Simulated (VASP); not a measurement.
# Fe2Ge (P6/mmm) in VASP: further runs

The runs below take Fe2Ge through single point, with r2SCAN+D3(BJ).

Program: VASP 6.6.1. These are calculated values, not measurements. Logs are shortened: lines on timing, memory, paths and dates and some standing lists are left out, and cuts for length are marked.

## Step 1: The cell of the first run

The structure is hexagonal, space group P6/mmm (No. 191). Conventional cell: a = 4.164 Å, b = 4.164 Å, c = 2.626 Å, α = 90.00°, β = 90.00°, γ = 120.00°. Fe (site symmetry -6m2) has 5 Fe at 2.40 to 2.63 Å and 6 Ge at 2.74 Å within 3.2 Å. Ge (site symmetry 6/mmm) has 2 Ge at 2.63 Å and 12 Fe at 2.74 Å within 3.5 Å.

## Step 2: Single point, r2SCAN+D3(BJ), collinear spin, ferromagnetic start

POSCAR reads:

```
Fe2Ge
1.0
    4.1636340800      0.0000000000      0.0000000000
   -2.0818170400      3.6058128900      0.0000000000
    0.0000000000      0.0000000000      2.6264660000
Fe Ge
2 1
Direct
    0.6666666700      0.3333333300      0.5000000000
    0.3333333300      0.6666666700      0.5000000000
    0.0000000000      0.0000000000      0.0000000000
```

INCAR.step1 reads:

```
ALGO = Normal
EDIFF = 1E-4
ENCUT = 520
GGA = PE
ISMEAR = 0
ISPIN = 2
LASPH = True
LCHARG = False
LMAXMIX = 4
LREAL = False
LWAVE = True
MAGMOM = 4.5 4.5 0
NBANDS = 26
NELM = 150
PREC = Accurate
SIGMA = 0.1
```

INCAR.step2 reads:

```
ALGO = Normal
EDIFF = 1E-6
ENCUT = 520
ISIF = 2
ISMEAR = 0
ISPIN = 2
ISTART = 1
IVDW = 12
LASPH = True
LCHARG = True
LELF = True
LMAXMIX = 4
LMIXTAU = True
LORBIT = 11
LREAL = False
LVHAR = True
LWAVE = False
MAGMOM = 4.5 4.5 0
METAGGA = R2SCAN
NBANDS = 26
NELM = 150
PREC = Accurate
SIGMA = 0.1
VDW_A1 = 0.49484001
VDW_A2 = 5.73083694
VDW_S6 = 1.0
VDW_S8 = 0.78981345
```

KPOINTS reads:

```
k-points
0
Gamma
  9 9 13
```

Potentials or basis: VASP PAW PBE potentials, release 64 (Fe, Ge_d).

Command:

```bash
$ cat potpaw_PBE.64/Fe/POTCAR potpaw_PBE.64/Ge_d/POTCAR > POTCAR
$ cp INCAR.step1 INCAR
$ mpirun -np 1 vasp_std > vasp.out
$ cp INCAR.step2 INCAR
$ mpirun -np 1 vasp_std > vasp.out
```

OUTCAR:

```text
EDIFF = 1E-6
   ENCUT = 520
   ISIF = 2
   ISMEAR = 0
   ISPIN = 2
   ISTART = 1
   IVDW = 12
   LASPH = True
   LORBIT = 11
   LREAL = False
   METAGGA = R2SCAN
   NELM = 150
   PREC = Accurate
 IVDW          = 12

 ion  position               nearest neighbor table
   1  0.667  0.333  0.500-   2 2.40   2 2.40   2 2.40   3 2.74   3 2.74   3 2.74   3 2.74   3 2.74
                             3 2.74
   2  0.333  0.667  0.500-   1 2.40   1 2.40   1 2.40   3 2.74   3 2.74   3 2.74   3 2.74   3 2.74
                             3 2.74
   3  0.000  0.000  0.000-   1 2.74   2 2.74   1 2.74   2 2.74   1 2.74   1 2.74   2 2.74   2 2.74
                             1 2.74   1 2.74   2 2.74   2 2.74

  LATTYP: Found a hexagonal cell.
 ALAT       =     4.1636340800
 C/A-ratio  =     0.6308109573

  Lattice vectors:

 A1 = (   4.1636340800,   0.0000000000,   0.0000000000)
 A2 = (  -2.0818170400,   3.6058128900,   0.0000000000)
 A3 = (   0.0000000000,   0.0000000000,   2.6264660000)

Analysis of symmetry for initial positions (statically):
=====================================================================
 Subroutine PRICEL returns:
 Original cell was already a primitive cell.

 Routine SETGRP: Setting up the symmetry group for a
 hexagonal supercell.

 Subroutine GETGRP returns: Found 24 space group operations
 (whereof 24 operations were pure point group operations)
 out of a pool of 24 trial point group operations.

The static configuration has the point symmetry D_6h.

Analysis of symmetry for dynamics (positions and initial velocities):
=====================================================================
 Subroutine PRICEL returns:
 Original cell was already a primitive cell.

 Routine SETGRP: Setting up the symmetry group for a
 hexagonal supercell.

 Subroutine GETGRP returns: Found 24 space group operations
 (whereof 24 operations were pure point group operations)
 out of a pool of 24 trial point group operations.

The dynamic configuration has the point symmetry D_6h.

Analysis of structural, dynamic, and magnetic symmetry:
=====================================================================
 Subroutine PRICEL returns:
 Original cell was already a primitive cell.

 Routine SETGRP: Setting up the symmetry group for a
 hexagonal supercell.

 Subroutine GETGRP returns: Found 24 space group operations
 (whereof 24 operations were pure point group operations)
 out of a pool of 24 trial point group operations.

The overall configuration has the point symmetry D_6h.

 Subroutine INISYM returns: Found 24 space group operations
 (whereof 24 operations are pure point group operations),
 and found     1 'primitive' translations

----------------------------------------------------------------------------------------

                                     Primitive cell

  volume of cell :      39.4319

  direct lattice vectors                    reciprocal lattice vectors
     4.163634080  0.000000000  0.000000000     0.240174804  0.138664988  0.000000000
    -2.081817040  3.605812890  0.000000000     0.000000000  0.277329975  0.000000000
     0.000000000  0.000000000  2.626466000     0.000000000  0.000000000  0.380739747

  length of vectors
     4.163634080  4.163634084  2.626466000     0.277329976  0.277329975  0.380739747

  position of ions in fractional coordinates (direct lattice)
     0.666666670  0.333333330  0.500000000
     0.333333330  0.666666670  0.500000000
     0.000000000  0.000000000  0.000000000

  ion indices of the primitive-cell ions
   primitive index   ion index
                 1           1
                 2           2
                 3           3

----------------------------------------------------------------------------------------

 KPOINTS: k-points

Automatic generation of k-mesh.
 Grid dimensions read from file:
 generate k-points for:    9    9   13

 Generating k-lattice:

  Cartesian coordinates                     Fractional coordinates (reciprocal lattice)
     0.026686089  0.015407221  0.000000000     0.111111111  0.000000000  0.000000000
     0.000000000  0.030814442  0.000000000     0.000000000  0.111111111  0.000000000
     0.000000000  0.000000000  0.029287673     0.000000000  0.000000000  0.076923077

  Length of vectors
     0.030814442  0.030814442  0.029287673

  Shift w.r.t. Gamma in fractional coordinates (k-lattice)
     0.000000000  0.000000000  0.000000000

 Subroutine IBZKPT returns following result:
 ===========================================

 Found     84 irreducible k-points:

 Following reciprocal coordinates:
            Coordinates               Weight
  0.000000  0.000000  0.000000      1.000000
  0.111111 -0.000000  0.000000      6.000000
  0.222222 -0.000000  0.000000      6.000000
  0.333333  0.000000  0.000000      6.000000
  0.444444 -0.000000  0.000000      6.000000
  0.111111  0.111111  0.000000      6.000000
[... 16 lines left out ...]
  0.333333  0.222222  0.076923     24.000000
  0.333333  0.333333  0.076923      4.000000
 [... further k-points ...]
   k-points           NKPTS =     84   k-points in BZ     NKDIM =     84   number of bands    NBANDS=     26
   number of dos      NEDOS =    301   number of ions     NIONS =      3
   total plane-waves  NPLWV =  20480
   dimension x,y,z NGX =    32 NGY =   32 NGZ =   20
   dimension x,y,z NGXF=    64 NGYF=   64 NGZF=   40
   ions per type =               2   1
   NGX,Y,Z   is equivalent  to a cutoff of  12.78, 12.78, 12.66 a.u.
   NGXF,Y,Z  is equivalent  to a cutoff of  25.55, 25.55, 25.32 a.u.
 SYSTEM =  unknown system
   PREC   = accura    normal or accurate (medium, high low for compatibility)
   ISTART =      1    job   : 0-new  1-cont  2-samecut
   ICHARG =      0    charge: 1-file 2-atom 10-const
   ISPIN  =      2    spin polarized calculation?
   LNONCOLLINEAR =      F non collinear calculations
   LSORBIT =      F    spin-orbit coupling
   LASPH  =      T    aspherical Exc in radial PAW
   ENCUT  =  520.0 eV  38.22 Ry    6.18 a.u.   7.74  7.74  4.88*2*pi/ulx,y,z
   NELM   =    150;   NELMIN=  2; NELMDL=  0     # of ELM steps
   EDIFF  = 0.1E-05   stopping-criterion for ELM
   LREAL  =      F    real-space projection
   EDIFFG = 0.1E-04   stopping-criterion for IOM
   NSW    =      0    number of steps for IOM
   IBRION =     -1    ionic relax: 0-MD 1-quasi-New 2-CG
   NFREE  =      0    steps in history (QN), initial steepest desc. (CG)
   ISIF   =      2    stress and relaxation
   ISYM   =      2    0-nonsym 1-usesym 2-fastsym
   POTIM  = 0.5000    time-step for ionic-motion
   TEBEG  =    0.0;   TEEND  =   0.0 temperature during run
   PSTRESS=    0.0 pullay stress
   NELECT =      30.0000    total number of electrons
   NUPDOWN=      -1.0000    fix difference up-down
   EMIN   =  10.00;   EMAX   =-10.00  energy-range for DOS
   EFERMI =   0.00;   METHOD = LEGACY
   ISMEAR =     0;   SIGMA  =   0.10  broadening in eV -4-tet -1-fermi 0-gaus
   EFERMI_NEDOS =   21; number of points for ismear=-14 and -15
   IALGO  =     38    algorithm
   IMIX   =      4    mixing-type and parameters
     AMIX     =   0.40;   BMIX     =  1.00
     AMIX_MAG =   1.60;   BMIX_MAG =  1.00
  volume/ion in A,a.u.               =      13.14        88.70
  Fermi-wavevector in a.u.,A,eV,Ry     =   1.494512  2.824218 30.389512  2.233566
  Thomas-Fermi vector in A             =   2.606775
   LORBIT       =     11    0 simple, 1 ext, 2 COOP (PROOUT), +10 PAW based schemes
   METAGGA = R2SCAN    functional components
   LHFCALC =     F    Hartree Fock is set to
   AEXX    =    0.0000 exact exchange contribution
   IVDW    =    12    specifies the selected vdW correction
   LEPSILON=     F    determine dielectric tensor
   LRPA    =     F    only Hartree local field effects (RPA)
 spin polarized calculation
 Gauss-broadening in eV      SIGMA  =   0.10
  energy-cutoff  :      520.00
  volume of cell :       39.43
 maximum number of plane-waves:      1090
 NGX is ok and might be reduce to    32
   NGX = 15   NGY = 15   NGZ =  9

 number of electron      30.0000016 magnetization       5.5454013

 Free energy of the ion-electron system (eV)
  ---------------------------------------------------
  ext. energy  EPLUGINS =         0.00000000
  ---------------------------------------------------
  free energy    TOTEN  =       -41.93070567 eV

  energy without entropy =      -41.92290598  energy(sigma->0) =      -41.92680582

 E-fermi :   7.5422     XC(G=0): -13.7681

 val. band max:        7.5350041522   @ k =   0.1111  -0.0000   0.1538
 cond. band min:       7.5551769143   @ k =   0.3333   0.2222   0.1538
 fundamental gap:      0.0201727621
 Fermi energy:         7.5422138704

 spin component 1

 k-point     1 :       0.0000    0.0000    0.0000
  band No.  band energies     occupation
      1     -18.5449      1.00000
      2     -18.3129      1.00000
      3     -18.3129      1.00000
      4     -18.3112      1.00000
      5     -18.3112      1.00000
      6      -5.8905      1.00000
[... 18 lines left out ...]
     25      27.7091      0.00000
     26      28.7704      0.00000
[... 644 lines left out ...]
      4     -18.3094      1.00000
      5     -18.3093      1.00000
      6      -4.2409      1.00000
[... 18 lines left out ...]
     25      22.5203      0.00000
     26      22.5203      0.00000

 [... further k-points ...]

 spin component 2

 k-point     1 :       0.0000    0.0000    0.0000
  band No.  band energies     occupation
      1     -18.5234      1.00000
      2     -18.2965      1.00000
      3     -18.2965      1.00000
      4     -18.2882      1.00000
      5     -18.2882      1.00000
      6      -5.9751      1.00000
[... 18 lines left out ...]
     25      29.0641      0.00000
     26      29.1045      0.00000
[... 644 lines left out ...]
      4     -18.2940      1.00000
      5     -18.2940      1.00000
      6      -4.2020      1.00000
[... 18 lines left out ...]
     25      23.1704      0.00000
     26      23.2100      0.00000

 [... further k-points ...]

------------------------ aborting loop because EDIFF is reached ----------------------------------------

 Edisp (eV)   -0.52033

 E8    (eV) :    -0.1826

  FORCE on cell =-STRESS in cart. coord.  units (eV):
  Direction    XX          YY          ZZ          XY          YZ          ZX
  --------------------------------------------------------------------------------------
  -------------------------------------------------------------------------------------
  Total      -0.01979    -0.01979    -1.34127     0.00000    -0.00000     0.00000
  in kB      -0.80417    -0.80417   -54.49801     0.00000    -0.00000     0.00000
  external pressure =      -18.70 kB  Pullay stress =        0.00 kB

 VOLUME and BASIS-vectors are now :
 -----------------------------------------------------------------------------
  energy-cutoff  :      520.00
  volume of cell :       39.43
      direct lattice vectors                 reciprocal lattice vectors
     4.163634080  0.000000000  0.000000000     0.240174804  0.138664988  0.000000000
    -2.081817040  3.605812890  0.000000000     0.000000000  0.277329975  0.000000000
     0.000000000  0.000000000  2.626466000     0.000000000  0.000000000  0.380739747

 POSITION                                       TOTAL-FORCE (eV/Angst)
 -----------------------------------------------------------------------------------
      2.08182      1.20194      1.31323         0.000000      0.000000     -0.000000
     -0.00000      2.40388      1.31323         0.000000     -0.000000      0.000000
      0.00000      0.00000      0.00000        -0.000000      0.000000      0.000000
 -----------------------------------------------------------------------------------
    total drift:                               -0.000000      0.000000     -0.000000

  FREE ENERGIE OF THE ION-ELECTRON SYSTEM (eV)
  ---------------------------------------------------
  free  energy   TOTEN  =       -42.4510379996 eV

  energy  without entropy=      -42.4432383030  energy(sigma->0) =      -42.44713815

 total charge

# of ion       s       p       d       tot
------------------------------------------
    1        0.423   0.463   6.282   7.168
    2        0.423   0.463   6.282   7.168
    3        1.085   1.215  10.083  12.383
--------------------------------------------------
tot          1.932   2.140  22.648  26.720

 magnetization (x)

# of ion       s       p       d       tot
------------------------------------------
    1        0.008  -0.005   2.760   2.764
    2        0.008  -0.005   2.760   2.764
    3        0.057  -0.040  -0.005   0.012
--------------------------------------------------
tot          0.073  -0.049   5.515   5.539
```

Run time: 16 min. Hardware: 1 thread of Oxide Virtual Turin-like, shared host; peak memory 0.25 GiB.

Results:

| Quantity | Value |
| --- | --- |
| Free energy | -42.4510 eV |
| Pressure | -1.9 GPa |
| Net moment | 5.55 μB per cell |
| Site moments | Fe +2.76; Ge +0.01 μB |
| Valence electrons inside the program's atomic spheres | Fe 7.17; Ge 12.38 |
| Dispersion energy per atom | -0.173 eV |

Stress tensor (GPa, compression positive):
```
-0.08  0.00  0.00
 0.00 -0.08  0.00
 0.00  0.00 -5.45
```

Levels at points of the mesh, in eV from the Fermi level:
Spin up:
| k point | band 14 | band 15 | band 16 | band 17 | band 18 | band 19 | band 20 | band 21 | band 22 | band 23 |
| --- | --- | --- | --- | --- | --- | --- | --- | --- | --- | --- |
| (0.00, 0.00, 0.00) | -3.36 | -2.57 | -2.57 | 0.07 | 1.41 | 1.41 | 2.60 | 2.60 | 6.99 | 7.96 |
Spin down:
| k point | band 8 | band 9 | band 10 | band 11 | band 12 | band 13 | band 14 | band 15 | band 16 | band 17 |
| --- | --- | --- | --- | --- | --- | --- | --- | --- | --- | --- |
| (0.00, 0.00, 0.00) | -4.28 | -2.98 | -1.62 | -1.48 | -1.48 | 0.70 | 1.19 | 1.19 | 2.24 | 2.24 |

Caveat: three body term missing; the PAW data sets were made with another functional, which shifts forces and pressure a little; pairwise dispersion overbinds metals, which lowers pressure and volume.

## Step 3: Single point, r2SCAN+D3(BJ), collinear spin, ferromagnetic start

POSCAR is that of step 2.

INCAR.step1 reads:

```
SYSTEM = Fe2Ge
PREC = Accurate
ENCUT = 520
ISMEAR = 0
SIGMA = 0.1
LREAL = .FALSE.
LASPH = .TRUE.
NELM = 150
ISPIN = 2
MAGMOM = 4.5 4.5 0
LMAXMIX = 4
NBANDS = 26
GGA = PE
ALGO = Normal
EDIFF = 1E-4
LWAVE = .TRUE.
LCHARG = .FALSE.
```

INCAR.step2 reads:

```
SYSTEM = Fe2Ge
PREC = Accurate
ENCUT = 520
EDIFF = 1E-6
ISMEAR = 0
SIGMA = 0.1
LREAL = .FALSE.
LASPH = .TRUE.
NELM = 150
ALGO = Normal
ISIF = 2
LWAVE = .FALSE.
LCHARG = .FALSE.
ISPIN = 2
MAGMOM = 4.5 4.5 0
LORBIT = 11
LMAXMIX = 4
METAGGA = R2SCAN
LMIXTAU = .TRUE.
IVDW = 12
VDW_S6 = 1.0
VDW_S8 = 0.78981345
VDW_A1 = 0.49484001
VDW_A2 = 5.73083694
NBANDS = 26
ISTART = 1
```

KPOINTS reads:

```
Automatic mesh
0
G
  9 9 13
  0 0 0
```

Potentials or basis: VASP PAW PBE potentials, release 64 (Fe, Ge_d).

Command:

```bash
$ cat potpaw_PBE.64/Fe/POTCAR potpaw_PBE.64/Ge_d/POTCAR > POTCAR
$ cp INCAR.step1 INCAR
$ mpirun -np 1 vasp_std > vasp.out
$ cp INCAR.step2 INCAR
$ mpirun -np 1 vasp_std > vasp.out
```

Run time: 17 min. Hardware: 1 thread of Oxide Virtual Turin-like, shared host; peak memory 0.24 GiB.

It converged, with:

```yaml
Free_energy: -42.4510 eV
Pressure: -1.9 GPa
Net_moment: 5.55 μB per cell
Site_moments: Fe +2.76; Ge +0.01 μB
Valence_electrons_inside_the_program's_atomic_spheres: Fe 7.17; Ge 12.38
Dispersion_energy_per_atom: -0.173 eV
```

Stress tensor (GPa, compression positive):
```
-0.08  0.00  0.00
 0.00 -0.08  0.00
 0.00  0.00 -5.45
```

Levels at points of the mesh, in eV from the Fermi level:
Spin up:
```tsv
k point	band 15	band 16	band 17	band 18	band 19	band 20	band 21	band 22
(0.00, 0.00, 0.00)	-2.57	-2.57	0.07	1.41	1.41	2.60	2.60	6.99
```
Spin down:
```csv
k point,band 8,band 9,band 10,band 11,band 12,band 13,band 14,band 15,band 16,band 17
"(0.00, 0.00, 0.00)",-4.28,-2.98,-1.62,-1.48,-1.48,0.70,1.19,1.19,2.24,2.24
```

Caveat: three body term missing; the PAW data sets were made with another functional, which shifts forces and pressure a little; pairwise dispersion overbinds metals, which lowers pressure and volume.
